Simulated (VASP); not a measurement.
Here is a VASP 6.6.1 calculation.

The input INCAR:

```
SYSTEM = Sn
ALGO = Normal
EDIFF = 1E-6
ENCUT = 520
GGA = PS
ISIF = 2
ISMEAR = 0
LASPH = .True.
LCHARG = .False.
LREAL = .False.
LWAVE = .False.
NBANDS = 21
NELM = 80
PREC = Accurate
SIGMA = 0.1
```

File KPOINTS:

```
k-points
0
Gamma
  12 12 12
  0 0 0
```

POSCAR

```
Sn
1.0
    0.0000000000      3.0013697311      3.0013697311
    3.0013697311      0.0000000000      3.0013697311
    3.0013697311      3.0013697311      0.0000000000
Sn
2
Direct
    0.0000000000      0.0000000000      0.0000000000
    0.2500000000      0.2500000000      0.2500000000
```

Potentials or basis: VASP PAW PBE potentials, release 64 (Sn_d).

Command:

```bash
$ cat potpaw_PBE.64/Sn_d/POTCAR > POTCAR
$ mpirun -np 1 vasp_std > vasp.out
```

(1) Estimate the band gap on the k mesh.

(2) What does it give for the pressure?

Results:

(1) 0.13 eV, indirect (least direct gap 0.94 eV).

(2) 19.8 GPa.

Caveat: the PAW data sets were made with another functional, which shifts forces and pressure a little; spin-orbit coupling is left out, which moves the levels of the heavy elements.
